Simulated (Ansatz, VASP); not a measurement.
## One calculation of Ru, two programs

```
Ru
1.0
     4.56072    0.00000    0.00000
    -2.28036    3.94970    0.00000
     0.00000    0.00000    7.52674
Ru
4
Direct
  0.66667 0.33333 0.06291
  0.33333 0.66667 0.56291
  0.66667 0.33333 0.43709
  0.33333 0.66667 0.93709
```

Alike in both runs: task relaxation of cell and atoms; functional PBEsol; k mesh 6 × 6 × 4; occupations gaussian, width 0.1 eV; no spin polarisation.

```csv
,VASP,Ansatz
version,VASP 6.6.1,Ansatz 0.2.0
potentials or method,"VASP PAW PBE potentials, release 64 (Ru_pv), cutoff 600 eV","scalar-relativistic, plane waves, PAW"
valence electrons in the cell,56,64
```

|  | VASP | Ansatz | Ansatz less VASP |
| --- | --- | --- | --- |
| gap on the k mesh at the Fermi level, each at its own relaxed structure (eV) | none | none | - |
| relaxed volume (Å³/atom) | 19.07 | 19.03 | -0.043 |
| relaxed length of the cell vector where the two differ most in proportion (Å) | 3.991 | 3.988 | -0.0031 |

VASP's potentials were made for PBE, not for PBEsol. A gap of «none» marks a metal or a gap that the smearing closes. VASP's potentials hold 56 valence electrons a cell and Ansatz's 64, so a difference there can come from the potentials and not from the codes.

Noted on VASP's run: the volume moved by over 15 % at a fixed basis, so the end points are rough.
